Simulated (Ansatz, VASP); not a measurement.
# NbAl6W in VASP and in Ansatz

```
Al Nb W
1.0
     0.00000    5.05437    5.05437
     5.05437    0.00000    5.05437
     5.05437    5.05437    0.00000
Al Nb W
6 1 1
Direct
  0.75479 0.24521 0.24521
  0.24521 0.75479 0.75479
  0.24521 0.75479 0.24521
  0.75479 0.24521 0.75479
  0.24521 0.24521 0.75479
  0.75479 0.75479 0.24521
  0.50000 0.50000 0.50000
  0.00000 0.00000 0.00000
```

Alike in both runs: functional PBE; k mesh 6 × 6 × 6; occupations gaussian, width 0.1 eV; no spin polarisation.

Ansatz relaxed the structure, and its values are those at the end. VASP's run is a single point on that final structure, the one shown.

|  | VASP | Ansatz |
| --- | --- | --- |
| version | VASP 6.6.1 | Ansatz 0.2.0 |
| potentials or method | VASP PAW PBE potentials, release 64 (Al, Nb_sv, W_sv), cutoff 500 eV | scalar-relativistic, plane waves, PAW |
| valence electrons in the cell | 45 | 45 |

|  | VASP | Ansatz | Ansatz less VASP |
| --- | --- | --- | --- |
| gap on the k mesh at the Fermi level (eV) | none | none | - |
| pressure (GPa) | 0.0 | 0.0 | +0.04 |

A gap of «none» marks a metal or a gap that the smearing closes.

Spin-orbit coupling is off throughout.
